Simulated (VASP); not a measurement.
A run of VASP 6.6.1 is set up as follows.

INCAR

```
SYSTEM = TiO2
PREC = Accurate ; ENCUT = 520
EDIFF = 1E-7 ; ISMEAR = 0
SIGMA = 0.01 ; LREAL = .FALSE.
LASPH = .TRUE. ; NELM = 80
ALGO = Normal ; ISIF = 2
LWAVE = .FALSE. ; LCHARG = .FALSE.
NBANDS = 33
```

KPOINTS

```
regular mesh
0
G
  8 8 8
  0 0 0
```

POSCAR

```
TiO2
1.0
   -1.8921000000      1.8921000000      4.7573000000
    1.8921000000     -1.8921000000      4.7573000000
    1.8921000000      1.8921000000     -4.7573000000
Ti O
2 4
Direct
    0.0000000000      0.0000000000      0.0000000000
    0.7500000000      0.2500000000      0.5000000000
    0.2081000000      0.2081000000      0.0000000000
    0.9581000000      0.4581000000      0.5000000000
    0.5419000000      0.0419000000      0.5000000000
    0.7919000000      0.7919000000      0.0000000000
```

Potentials or basis: VASP PAW LDA potentials, release 64 (Ti_sv, O).

The run is started by

```bash
$ cat potpaw_LDA.64/Ti_sv/POTCAR potpaw_LDA.64/O/POTCAR > POTCAR
$ mpirun -np 1 vasp_std > vasp.out
```

Question: Predict the largest force.

Answer: 0.088 eV/Å.

Question: What does it give for the band gap on the k mesh?

Answer: 2.03 eV, indirect (least direct gap 2.34 eV).

Forces on the atoms (eV/Å):
```
Ti   0.000  0.000  0.000
Ti   0.000  0.000  0.000
O    0.000  0.000 -0.088
O    0.000  0.000 -0.088
O    0.000  0.000  0.088
O    0.000  0.000  0.088
```

A k mesh can miss the band edges.
